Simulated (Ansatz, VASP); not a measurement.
## One calculation of ZnS, two programs

```
CELL_PARAMETERS angstrom
3.80874 0.00000 0.00000
-1.90437 3.29846 0.00000
0.00000 0.00000 12.46647
ATOMIC_POSITIONS crystal
Zn 0.00000 0.00000 0.02417
Zn 0.00000 0.00000 0.52417
Zn 0.33333 0.66667 0.22601
Zn 0.66667 0.33333 0.72601
S 0.00000 0.00000 0.19310
S 0.00000 0.00000 0.69310
S 0.33333 0.66667 0.43172
S 0.66667 0.33333 0.93172
```

Change from the starting cell: mode 12 (196.1 1/cm) frozen in, largest displacement -0.300 Å.

Alike in both runs: task single point; functional r2SCAN; k mesh 6 × 6 × 2; occupations gaussian, width 0.05 eV; no spin polarisation.

|  | VASP | Ansatz |
| --- | --- | --- |
| version | VASP 6.6.1 | Ansatz 0.2.0 |
| potentials or method | VASP PAW PBE potentials, release 64 (Zn, S), cutoff 520 eV | scalar-relativistic, plane waves, PAW |
| valence electrons in the cell | 72 | 72 |

|  | VASP | Ansatz | Ansatz less VASP |
| --- | --- | --- | --- |
| gap on the k mesh at the Fermi level (eV) | 1.61 | 1.62 | +0.009 |
| least direct gap on the mesh (eV) | 1.61 | 1.62 | +0.009 |
| pressure (GPa) | 2.0 | 1.9 | -0.16 |
| traceless stress, the component that is largest in VASP (GPa) | 1.06 | 1.02 | -0.043 |
| rms of the force components (eV/Å) | 1.315 | 1.303 | -0.0116 |

VASP's potentials were made for PBE, not for r2SCAN. Atom by atom the forces differ by 0.016 eV/Å (rms over components).
